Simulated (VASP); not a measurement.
# Rb2Pt: single point with PBE

The system is Rb2Pt.

```xyz
3
Lattice="4.7368 0.0000 0.0000 -2.3684 4.1022 0.0000 0.0000 0.0000 9.9039" Properties=species:S:1:pos:R:3 pbc="T T T"
Rb    2.3684    1.3674    7.0492
Rb    0.0000    2.7348    2.8546
Pt    0.0000    0.0000    0.0000
```

The cell was built from a structure type or drawn by symmetry, and may not be a known phase.

```yaml
Program: VASP 6.6.1
Task: single point
Functional: PBE
Potentials_or_basis: VASP PAW PBE potentials, release 64 (Rb_sv, Pt)
Cutoff: 520 eV
k_mesh: 6 × 6 × 2
Occupations: gaussian, width 0.1 eV
Spin: no spin polarisation
Dipole_correction: no
Further_INCAR_settings: ALGO = Normal; EDIFF = 1e-06; NBANDS = 21
```

| Item | Value |
| --- | --- |
| Pressure | -1.8 GPa |
| Largest force | 0.907 eV/Å |
| Band gap on the k mesh | zero (bands 14 and 15 overlap by 0.41 eV) |

Forces in eV/Å, atoms in the order of the input:
```
Rb   0.000  0.000  0.907
Rb   0.000  0.000 -0.907
Pt   0.000  0.000  0.000
```

Stress tensor (GPa, compression positive):
```
-0.83  0.00  0.00
 0.00 -0.83  0.00
 0.00  0.00 -3.60
```

Levels at points of the mesh, in eV from the Fermi level:
| k point | band 11 | band 12 | band 13 | band 14 | band 15 | band 16 | band 17 | band 18 |
| --- | --- | --- | --- | --- | --- | --- | --- | --- |
| (0.00, 0.00, 0.00) | -0.35 | -0.35 | -0.30 | -0.30 | -0.25 | 0.25 | 3.52 | 4.14 |
| (0.50, 0.00, 0.00) | -0.50 | -0.34 | -0.11 | 0.11 | 0.83 | 1.07 | 2.30 | 2.55 |
| (0.00, 0.00, 0.50) | -0.58 | -0.35 | -0.35 | -0.30 | -0.30 | 1.59 | 2.13 | 4.48 |
| (0.50, 0.00, 0.50) | -0.50 | -0.34 | -0.11 | 0.10 | 0.89 | 1.17 | 1.84 | 2.47 |

Run time: 100 s on 1 thread of Intel Xeon 8259CL, on a shared host, peak memory 0.32 GiB.

Caveat: spin-orbit coupling is left out, which moves the levels of the heavy elements.
